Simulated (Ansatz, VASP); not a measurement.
# One calculation of WS2, two programs

Contents of INCAR:

```
SYSTEM = WS2
PREC = Accurate ; ENCUT = 520
EDIFF = 1E-7 ; ISMEAR = -1
SIGMA = 0.05 ; LREAL = .False.
LASPH = .True. ; NELM = 60
ALGO = Normal ; ISIF = 2
LWAVE = .False. ; LCHARG = .False.
GGA = PE ; NBANDS = 20
```

The input KPOINTS:

```
regular mesh
0
Gamma
  8 8 3
  0 0 0
```

POSCAR

```
WS2
1.0
    3.3366810344      0.0000000000      0.0000000000
    0.0000000000      3.3366810344      0.0000000000
    0.0000000000      0.0000000000     10.5376856996
W S
1 2
Direct
    0.5000000000      0.5000000000      0.5000000000
    0.5000000000      0.5000000000      0.9155235500
    0.5000000000      0.5000000000      0.0844764500
```

File input.yaml:

```yaml
crystal:
  lattice:
    - [3.3366810344, 0.0, 0.0]
    - [0.0, 3.3366810344, 0.0]
    - [0.0, 0.0, 10.5376856996]
  atoms:
    - { symbol: W, position: [0.5, 0.5, 0.5] }
    - { symbol: S, position: [0.5, 0.5, 0.91552355] }
    - { symbol: S, position: [0.5, 0.5, 0.08447645] }
kpoints:
  mp_grid: { grid: [8, 8, 3] }
scf:
  occupations: { method: fermi_dirac, width: 0.05 }
hamiltonian:
  xc: pbe
  pseudopotentials: { kind: all_electron, lapw: { basis_error: 0.001 } }
output:
  forces: true
  stress: true
  eigenvalues: true
```

Change from the starting cell: volume scaled by 0.94.

Alike in both runs: task single point; functional PBE; k mesh 8 × 8 × 3; occupations fermi-dirac, width 0.05 eV; no spin polarisation.

|  | VASP | Ansatz |
| --- | --- | --- |
| version | VASP 6.6.1 | Ansatz 0.2.0 |
| potentials or method | VASP PAW PBE potentials, release 64 (W_sv, S), cutoff 520 eV | all-electron LAPW, scalar-relativistic |

```csv
,VASP,Ansatz,Ansatz less VASP
gap on the k mesh at the Fermi level (eV),none,none,-
pressure (GPa),-5.3,-4.9,+0.36
"traceless stress, the component that is largest in VASP (GPa)",15.82,16.49,+0.674
rms of the force components (eV/Å),2.109,2.305,+0.1957
```

Atom by atom the forces differ by 0.196 eV/Å (rms over components). A gap of «none» marks a metal or a gap that the smearing closes. Ansatz ran all-electron here, and VASP with PAW potentials.

Neither program's run includes spin-orbit coupling.
